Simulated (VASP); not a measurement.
A run of VASP 6.6.1:

INCAR

```
SYSTEM = Ti
PREC = Accurate
ENCUT = 520
EDIFF = 1E-6
ISMEAR = 0
SIGMA = 0.1
LREAL = .False.
LASPH = .True.
NELM = 60
ALGO = Normal
ISIF = 2
LWAVE = .False.
LCHARG = .False.
GGA = PS
NBANDS = 19
```

The input KPOINTS:

```
Automatic mesh
0
Gamma
  6 6 4
  0 0 0
```

Contents of POSCAR:

```
Ti
1.0
    2.8878138700      0.0000000000      0.0000000000
   -1.4439069350      2.5009201728      0.0000000000
    0.0000000000      0.0000000000      4.6279995474
Ti
2
Direct
    0.3333333333      0.6666666667      0.2500000000
    0.6666666667      0.3333333333      0.7500000000
```

Potentials or basis: VASP PAW PBE potentials, release 64 (Ti_sv).

Command:

```console
$ cat potpaw_PBE.64/Ti_sv/POTCAR > POTCAR
$ mpirun -np 1 vasp_std > vasp.out
```

Hardware: 1 thread of Intel(R) Xeon(R) 6975P-C (Granite Rapids), on a shared host.

Question: How long does it take, and how much memory?

Answer: It took 8.3 s on 1 thread of Intel(R) Xeon(R) 6975P-C (Granite Rapids) (shared host), peak memory 0.15 GiB. Counts: scf iterations 13, k points 21.
